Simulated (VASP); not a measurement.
The system is Hf.

```xyz
1
Lattice="-1.8050 1.8050 1.8050 1.8050 -1.8050 1.8050 1.8050 1.8050 -1.8050" Properties=species:S:1:pos:R:3 pbc="T T T"
Hf    0.0000    0.0000    0.0000
```

| Quantity | Value |
| --- | --- |
| Program | VASP 6.6.1 |
| Task | relaxation of cell and atoms |
| Functional | PBEsol |
| Dispersion | D4 |
| Potentials or basis | VASP PAW PBE potentials, release 64 (Hf_pv) |
| Cutoff | 600 eV |
| k mesh | 10 × 10 × 10 |
| Occupations | fermi-dirac, width 0.05 eV |
| Spin | no spin polarisation |

At the start: pressure -10.1 GPa; volume 23.52 Å³/atom.

Question: Where does the relaxation end?

Answer: Over 4 steps the energy falls by 83.3 meV/atom and the volume is 21.07 Å³/atom (-10.4 %); space group Im-3m (No. 229, to 0.05 Å).

The path:
| step | energy change (eV) | largest force (eV/Å) | pressure (GPa) | volume (Å³) |
| --- | --- | --- | --- | --- |
| 1 | 0.0000 | 0.0000 | -10.09 | 23.52 |
| 2 | 0.0075 | 0.0000 | 13.77 | 18.83 |
| 3 | -0.0833 | 0.0000 | -0.26 | 21.12 |
| 4 | -0.0833 | 0.0000 | 0.00 | 21.07 |

Final structure:
```
Hf
1.0
    -1.73996    1.73996    1.73996
     1.73996   -1.73996    1.73996
     1.73996    1.73996   -1.73996
Hf
1
Direct
  0.00000 0.00000 0.00000
```

Caveat: the PAW data sets were made with another functional, which shifts forces and pressure a little; the volume moved by -10 % from the deposited cell, more than functionals usually miss; pairwise dispersion overbinds metals, which lowers pressure and volume.
